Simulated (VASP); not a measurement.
Input of a VASP 6.6.1 run:

File POSCAR:

```
BAs
1.0
    3.2971474313      0.0000000000      0.0000000000
   -1.6485737157      2.8554134355      0.0000000000
    0.0000000000      0.0000000000      8.5660777964
B As
2 2
Direct
    0.3333333333      0.6666666667      0.2500000000
    0.6666666667      0.3333333333      0.7500000000
    0.6666666667      0.3333333333      0.2500000000
    0.3333333333      0.6666666667      0.7500000000
```

The input INCAR.step1:

```
PREC = Accurate
ENCUT = 660
ISMEAR = 0
SIGMA = 0.01
LREAL = F
LASPH = T
NELM = 120
NBANDS = 26
GGA = PE
ALGO = Normal
EDIFF = 1E-5
LWAVE = T
LCHARG = F
GGA_COMPAT = F
```

The input INCAR.step2:

```
PREC = Accurate
ENCUT = 660
EDIFF = 1E-6
ISMEAR = 0
SIGMA = 0.01
LREAL = F
LASPH = T
NELM = 120
ALGO = Normal
ISIF = 2
LWAVE = F
LCHARG = F
METAGGA = R2SCAN
LMIXTAU = T
NBANDS = 26
ISTART = 1
GGA_COMPAT = F
```

Contents of KPOINTS:

```
regular mesh
0
Gamma
  9 9 4
```

Potentials or basis: VASP PAW PBE potentials, release 64 (B, As_d).

The run is started by

```bash
$ cat potpaw_PBE.64/B/POTCAR potpaw_PBE.64/As_d/POTCAR > POTCAR
$ cp INCAR.step1 INCAR
$ mpirun -np 1 vasp_std > vasp.out
$ cp INCAR.step2 INCAR
$ mpirun -np 1 vasp_std > vasp.out
```

Estimate the pressure.

6.2 GPa.

Estimate the band gap on the k mesh.

0.92 eV.

Stress tensor (GPa, compression positive):
```
9.25 0.00 0.00
0.00 9.25 0.00
0.00 0.00 0.10
```

Caveat: the cell stands under pressure; the PAW data sets were made with another functional, which shifts forces and pressure a little; an odd mesh through Γ misses points on the zone boundary, where band edges can lie.
